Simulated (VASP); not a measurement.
# PbS in VASP: settings compared

PbS is run at these levels: PBE, LDA; tasks: single point.

All numbers are computed with VASP 6.6.1; they aren't measurements. Logs are shortened: lines on timing, memory, paths and dates and some standing lists are left out, and cuts for length are marked.

### Step 1. The cell of the first run

The cell holds a slab with vacuum, 8 atoms: a = 4.249 Å, b = 4.249 Å, c = 24.014 Å, α = 90.00°, β = 90.00°, γ = 90.00°.

### Step 2. Single point, PBE

INCAR

```
SYSTEM = PbS
PREC = Accurate
ENCUT = 520
EDIFF = 1E-6
ISMEAR = 0
SIGMA = 0.05
LREAL = .False.
LASPH = .True.
NELM = 80
ALGO = Normal
ISIF = 2
LWAVE = .False.
LCHARG = .False.
LDIPOL = .True.
IDIPOL = 3
DIPOL = 0.5 0.5 0.500
GGA = PE
NBANDS = 50
```

KPOINTS

```
Automatic mesh
0
Gamma
  8 8 1
  0 0 0
```

POSCAR

```
PbS
1.0
    4.2490215878      0.0000000000      0.0000000000
    0.0000000000      4.2490215878      0.0000000000
    0.0000000000      0.0000000000     24.0135359345
Pb S
4 4
Direct
    0.0000000000      0.0000000000      0.3137823011
    0.5000000000      0.5000000000      0.4310250292
    0.0000000000      0.0000000000      0.5689645629
    0.5000000000      0.5000000000      0.6862178657
    0.5000000000      0.5000000000      0.3164107510
    0.0000000000      0.0000000000      0.4278521556
    0.5000000000      0.5000000000      0.5721553014
    0.0000000000      0.0000000000      0.6835920330
```

Potentials or basis: VASP PAW PBE potentials, release 64 (Pb_d, S).

Launch:

```console
$ cat potpaw_PBE.64/Pb_d/POTCAR potpaw_PBE.64/S/POTCAR > POTCAR
$ mpirun -np 1 vasp_std > vasp.out
```

OUTCAR:

```text
SYSTEM = PbS
   PREC = Accurate
   ENCUT = 520
   EDIFF = 1E-6
   ISMEAR = 0
   LREAL = .False.
   LASPH = .True.
   NELM = 80
   ISIF = 2
   GGA = PE

 ion  position               nearest neighbor table
   1  0.000  0.000  0.314-   6 2.74   5 3.01   5 3.01   5 3.01   5 3.01   2 4.12   2 4.12   2 4.12
                             2 4.12
   2  0.500  0.500  0.431-   5 2.75   6 3.01   6 3.01   6 3.01   6 3.01   7 3.39   1 4.12   1 4.12
                             1 4.12   1 4.12
   3  0.000  0.000  0.569-   8 2.75   7 3.01   7 3.01   7 3.01   7 3.01   6 3.39   4 4.12   4 4.12
                             4 4.12   4 4.12
   4  0.500  0.500  0.686-   7 2.74   8 3.01   8 3.01   8 3.01   8 3.01   3 4.12   3 4.12   3 4.12
                             3 4.12
   5  0.500  0.500  0.316-   2 2.75   1 3.01   1 3.01   1 3.01   1 3.01
   6  0.000  0.000  0.428-   1 2.74   2 3.01   2 3.01   2 3.01   2 3.01   3 3.39
   7  0.500  0.500  0.572-   4 2.74   3 3.01   3 3.01   3 3.01   3 3.01   2 3.39
   8  0.000  0.000  0.684-   3 2.75   4 3.01   4 3.01   4 3.01   4 3.01

  LATTYP: Found a simple tetragonal cell.
 ALAT       =     4.2490215878
 C/A-ratio  =     5.6515448176

  Lattice vectors:

 A1 = (   4.2490215878,   0.0000000000,   0.0000000000)
 A2 = (   0.0000000000,   4.2490215878,   0.0000000000)
 A3 = (   0.0000000000,   0.0000000000,  24.0135359345)

Analysis of symmetry for initial positions (statically):
=====================================================================
 Subroutine PRICEL returns:
 Original cell was already a primitive cell.

 Routine SETGRP: Setting up the symmetry group for a
 simple tetragonal supercell.

 Subroutine GETGRP returns: Found  8 space group operations
 (whereof  8 operations were pure point group operations)
 out of a pool of 16 trial point group operations.

The static configuration has the point symmetry C_4v.

Analysis of symmetry for dynamics (positions and initial velocities):
=====================================================================
 Subroutine PRICEL returns:
 Original cell was already a primitive cell.

 Routine SETGRP: Setting up the symmetry group for a
 simple tetragonal supercell.

 Subroutine GETGRP returns: Found  8 space group operations
 (whereof  8 operations were pure point group operations)
 out of a pool of 16 trial point group operations.

The dynamic configuration has the point symmetry C_4v.

 Subroutine INISYM returns: Found  8 space group operations
 (whereof  8 operations are pure point group operations),
 and found     1 'primitive' translations

----------------------------------------------------------------------------------------

                                     Primitive cell

  volume of cell :     433.5448

  direct lattice vectors                    reciprocal lattice vectors
     4.249021588  0.000000000  0.000000000     0.235348298  0.000000000  0.000000000
     0.000000000  4.249021588  0.000000000     0.000000000  0.235348298  0.000000000
     0.000000000  0.000000000 24.013535934     0.000000000  0.000000000  0.041643180

  length of vectors
     4.249021588  4.249021588 24.013535934     0.235348298  0.235348298  0.041643180

  position of ions in fractional coordinates (direct lattice)
     0.000000000  0.000000000  0.313782301
     0.500000000  0.500000000  0.431025029
     0.000000000  0.000000000  0.568964563
     0.500000000  0.500000000  0.686217866
     0.500000000  0.500000000  0.316410751
     0.000000000  0.000000000  0.427852156
     0.500000000  0.500000000  0.572155301
     0.000000000  0.000000000  0.683592033

  ion indices of the primitive-cell ions
   primitive index   ion index
                 1           1
                 2           2
                 3           3
                 4           4
                 5           5
                 6           6
                 7           7
                 8           8

----------------------------------------------------------------------------------------

 KPOINTS: Automatic mesh

Automatic generation of k-mesh.
 Grid dimensions read from file:
 generate k-points for:    8    8    1

 Generating k-lattice:

  Cartesian coordinates                     Fractional coordinates (reciprocal lattice)
     0.029418537  0.000000000  0.000000000     0.125000000  0.000000000  0.000000000
     0.000000000  0.029418537  0.000000000     0.000000000  0.125000000  0.000000000
     0.000000000  0.000000000  0.041643180     0.000000000  0.000000000  1.000000000

  Length of vectors
     0.029418537  0.029418537  0.041643180

  Shift w.r.t. Gamma in fractional coordinates (k-lattice)
     0.000000000  0.000000000  0.000000000

 Subroutine IBZKPT returns following result:
 ===========================================

 Found     15 irreducible k-points:

 Following reciprocal coordinates:
            Coordinates               Weight
  0.000000  0.000000  0.000000      1.000000
  0.125000  0.000000  0.000000      4.000000
  0.250000  0.000000  0.000000      4.000000
  0.375000  0.000000  0.000000      4.000000
  0.500000  0.000000  0.000000      2.000000
  0.125000  0.125000  0.000000      4.000000
  0.250000  0.125000  0.000000      8.000000
  0.375000  0.125000  0.000000      8.000000
  0.500000  0.125000  0.000000      4.000000
  0.250000  0.250000  0.000000      4.000000
  0.375000  0.250000  0.000000      8.000000
  0.500000  0.250000  0.000000      4.000000
  0.375000  0.375000  0.000000      4.000000
  0.500000  0.375000  0.000000      4.000000
  0.500000  0.500000  0.000000      1.000000
   k-points           NKPTS =     15   k-points in BZ     NKDIM =     15   number of bands    NBANDS=     50
   number of dos      NEDOS =    301   number of ions     NIONS =      8
   total plane-waves  NPLWV = 184320
   dimension x,y,z NGX =    32 NGY =   32 NGZ =  180
   dimension x,y,z NGXF=    64 NGYF=   64 NGZF=  360
   ions per type =               4   4
   NGX,Y,Z   is equivalent  to a cutoff of  12.52, 12.52, 12.46 a.u.
   NGXF,Y,Z  is equivalent  to a cutoff of  25.04, 25.04, 24.92 a.u.
 SYSTEM =  PbS
   PREC   = accura    normal or accurate (medium, high low for compatibility)
   ISTART =      0    job   : 0-new  1-cont  2-samecut
   ICHARG =      2    charge: 1-file 2-atom 10-const
   ISPIN  =      1    spin polarized calculation?
   LNONCOLLINEAR =      F non collinear calculations
   LSORBIT =      F    spin-orbit coupling
   LASPH  =      T    aspherical Exc in radial PAW
   ENCUT  =  520.0 eV  38.22 Ry    6.18 a.u.   7.90  7.90 44.65*2*pi/ulx,y,z
   NELM   =     80;   NELMIN=  2; NELMDL= -5     # of ELM steps
   EDIFF  = 0.1E-05   stopping-criterion for ELM
   LREAL  =      F    real-space projection
   EDIFFG = 0.1E-04   stopping-criterion for IOM
   NSW    =      0    number of steps for IOM
   IBRION =     -1    ionic relax: 0-MD 1-quasi-New 2-CG
   NFREE  =      0    steps in history (QN), initial steepest desc. (CG)
   ISIF   =      2    stress and relaxation
   ISYM   =      2    0-nonsym 1-usesym 2-fastsym
   POTIM  = 0.5000    time-step for ionic-motion
   TEBEG  =    0.0;   TEEND  =   0.0 temperature during run
   PSTRESS=    0.0 pullay stress
   NELECT =      80.0000    total number of electrons
   NUPDOWN=      -1.0000    fix difference up-down
   EMIN   =  10.00;   EMAX   =-10.00  energy-range for DOS
   EFERMI =   0.00;   METHOD = LEGACY
   ISMEAR =     0;   SIGMA  =   0.05  broadening in eV -4-tet -1-fermi 0-gaus
   EFERMI_NEDOS =   21; number of points for ismear=-14 and -15
   IALGO  =     38    algorithm
   IMIX   =      4    mixing-type and parameters
     AMIX     =   0.40;   BMIX     =  1.00
     AMIX_MAG =   1.60;   BMIX_MAG =  1.00
  volume/ion in A,a.u.               =      54.19       365.71
  Fermi-wavevector in a.u.,A,eV,Ry     =   0.932023  1.761269 11.818941  0.868668
  Thomas-Fermi vector in A             =   2.058578
   LORBIT       =      0    0 simple, 1 ext, 2 COOP (PROOUT), +10 PAW based schemes
   GGA     = PE    functional components
   LHFCALC =     F    Hartree Fock is set to
   AEXX    =    0.0000 exact exchange contribution
   IVDW    =     0    specifies the selected vdW correction
   LEPSILON=     F    determine dielectric tensor
   LRPA    =     F    only Hartree local field effects (RPA)
 non-spin polarized calculation
 Gauss-broadening in eV      SIGMA  =   0.05
  energy-cutoff  :      520.00
  volume of cell :      433.54
 maximum number of plane-waves:     11723
 NGX is ok and might be reduce to    32
   NGX = 15   NGY = 15   NGZ = 89

 number of electron      80.0000028 magnetization

 dipolmoment           0.000000      0.000000      0.000157 electrons x Angstroem

 Free energy of the ion-electron system (eV)
  ---------------------------------------------------
  ext. energy  EPLUGINS =         0.00000000
  ---------------------------------------------------
  free energy    TOTEN  =       -34.76112900 eV

  energy without entropy =      -34.76112900  energy(sigma->0) =      -34.76112900

 E-fermi :   0.2838     XC(G=0):  -5.2085

 val. band max:        0.0611425349   @ k =   0.3750   0.0000   0.0000
 cond. band min:       1.6670206080   @ k =   0.5000   0.0000   0.0000
 fundamental gap:      1.6058780730
 Fermi energy:         0.2837506883

 k-point     1 :       0.0000    0.0000    0.0000
  band No.  band energies     occupation
      1     -16.2717      2.00000
      2     -16.2627      2.00000
      3     -16.1784      2.00000
      4     -16.1768      2.00000
      5     -16.1539      2.00000
      6     -16.1539      2.00000
[... 42 lines left out ...]
     49       5.2358      0.00000
     50       5.2923      0.00000

 k-point     2 :       0.1250    0.0000    0.0000
  band No.  band energies     occupation
      1     -16.2640      2.00000
      2     -16.2558      2.00000
      3     -16.1739      2.00000
      4     -16.1724      2.00000
      5     -16.1555      2.00000
      6     -16.1542      2.00000
[... 681 lines left out ...]
 k-point    15 :       0.5000    0.5000    0.0000
  band No.  band energies     occupation
      1     -16.2578      2.00000
      2     -16.2573      2.00000
      3     -16.2478      2.00000
      4     -16.2468      2.00000
      5     -16.1692      2.00000
      6     -16.1692      2.00000
[... 42 lines left out ...]
     49       5.5344      0.00000
     50       5.5344      0.00000

------------------------ aborting loop because EDIFF is reached ----------------------------------------

 vacuum level on the upper side and lower side of the slab       (xc-potential included)        -0.137        -0.138

  FORCE on cell =-STRESS in cart. coord.  units (eV):
  Direction    XX          YY          ZZ          XY          YZ          ZX
  --------------------------------------------------------------------------------------
  -------------------------------------------------------------------------------------
  Total       -0.1417577     -0.1417577     -0.0950774      0.0000000      0.0000000      0.0000000
  in kB       -0.5238696     -0.5238696     -0.3513612      0.0000000      0.0000000      0.0000000
  external PRESSURE =      -0.4663668 kB  Pullay stress =       0.0000000 kB

 VOLUME and BASIS-vectors are now :
 -----------------------------------------------------------------------------
  energy-cutoff  :      520.00
  volume of cell :      433.54
      direct lattice vectors                 reciprocal lattice vectors
     4.249021588  0.000000000  0.000000000     0.235348298  0.000000000  0.000000000
     0.000000000  4.249021588  0.000000000     0.000000000  0.235348298  0.000000000
     0.000000000  0.000000000 24.013535934     0.000000000  0.000000000  0.041643180

 POSITION                                       TOTAL-FORCE (eV/Angst)
 -----------------------------------------------------------------------------------
      0.00000      0.00000      7.53502         0.000000     -0.000000      0.001018
      2.12451      2.12451     10.35044         0.000000     -0.000000     -0.005546
      0.00000      0.00000     13.66285         0.000000     -0.000000      0.007758
      2.12451      2.12451     16.47852         0.000000      0.000000     -0.000105
      2.12451      2.12451      7.59814         0.000000     -0.000000     -0.000082
      0.00000      0.00000     10.27424         0.000000     -0.000000      0.003566
      2.12451      2.12451     13.73947         0.000000     -0.000000     -0.005164
      0.00000      0.00000     16.41546         0.000000     -0.000000     -0.001445
 -----------------------------------------------------------------------------------
    total drift:                                0.000000     -0.000000      0.000026

  FREE ENERGIE OF THE ION-ELECTRON SYSTEM (eV)
  ---------------------------------------------------
  free  energy   TOTEN  =       -34.7611289971 eV

  energy  without entropy=      -34.7611289971  energy(sigma->0) =      -34.76112900

 vacuum level on the upper side and lower side of the slab         4.579         4.577
```

It took 11 min on 1 thread of Oxide Virtual Turin-like, shared host; peak memory 0.55 GiB.

Results:

```
Free energy            : -34.7611 eV
Largest force          : 0.008 eV/Å
Band gap on the k mesh : 1.61 eV (least direct gap 1.63 eV)
```

Forces in eV/Å, atoms in the order of the input:
```
Pb   0.000  0.000  0.001
Pb   0.000  0.000 -0.006
Pb   0.000  0.000  0.008
Pb   0.000  0.000  0.000
S    0.000  0.000  0.000
S    0.000  0.000  0.004
S    0.000  0.000 -0.005
S    0.000  0.000 -0.001
```

Levels at points of the mesh, in eV from the valence-band top:
```
           k point  band 37  band 38  band 39  band 40  band 41  band 42  band 43  band 44
(0.00, 0.00, 0.00)    -1.43    -1.43    -0.79    -0.30     1.97     3.08     4.35     4.68
(0.50, 0.00, 0.00)    -0.15    -0.15    -0.02    -0.02     1.61     1.61     1.94     1.94
(0.50, 0.50, 0.00)    -1.97    -1.97    -1.02    -1.02     3.47     3.47     4.66     4.66
```

Caveat: spin-orbit coupling is left out, which moves the levels of the heavy elements.

(Continued in part 2 of 2.)
